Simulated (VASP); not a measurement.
Write the native input for VASP 6.6.1 that does the following.

| Item | Value |
| --- | --- |
| Task | single point |
| Functional | PBE |
| Potentials or basis | VASP PAW PBE potentials, release 64 (Hf_pv, Sn_d, Se) |
| Cutoff | 520 eV |
| k mesh | 3 × 3 × 3 |
| Occupations | gaussian, width 0.1 eV |
| Spin | no spin polarisation |
| Dipole correction | no |
| Further INCAR settings | ALGO = Normal; EDIFF = 1e-06; NBANDS = 45 |

The structure of Hf2SnSe6 lies in POSCAR:

```
Hf2SnSe6
1.0
    3.3059391000      1.9086848000      7.1823550000
   -3.3059391000      1.9086848000      7.1823550000
    0.0000000000     -3.8173697000      7.1823550000
Hf Sn Se
2 1 6
Direct
    0.1666490000      0.1666490000      0.1666490000
    0.8333510000      0.8333510000      0.8333510000
    0.5000000000      0.5000000000      0.5000000000
    0.2340500000      0.5736660000      0.9131810000
    0.9131810000      0.2340500000      0.5736660000
    0.5736660000      0.9131810000      0.2340500000
    0.7659500000      0.4263340000      0.0868190000
    0.4263340000      0.0868190000      0.7659500000
    0.0868190000      0.7659500000      0.4263340000
```

One way to write it, as run:

INCAR

```
SYSTEM = Hf2SnSe6
  ALGO = Normal
  EDIFF = 1E-6
  ENCUT = 520
  GGA = PE
  ISIF = 2
  ISMEAR = 0
  LASPH = .TRUE.
  LCHARG = .FALSE.
  LREAL = .FALSE.
  LWAVE = .FALSE.
  NBANDS = 45
  NELM = 80
  PREC = Accurate
  SIGMA = 0.1
```

KPOINTS

```
k-points
0
G
  3 3 3
  0 0 0
```

Potentials or basis: VASP PAW PBE potentials, release 64 (Hf_pv, Sn_d, Se).

Launch:

```bash
$ cat potpaw_PBE.64/Hf_pv/POTCAR potpaw_PBE.64/Sn_d/POTCAR potpaw_PBE.64/Se/POTCAR > POTCAR
$ mpirun -np 1 vasp_std > vasp.out
```

It gave:

- Pressure: -0.2 GPa
- Largest force: 0.043 eV/Å
- Band gap on the k mesh: 0.18 eV, indirect (least direct gap 0.60 eV)

Caveat: spin-orbit coupling is left out, which moves the levels of the heavy elements.

Wall time 79 s on 1 thread of AMD EPYC 9R45 96-Core Processor (Zen 5) (shared host), peak memory 0.46 GiB.
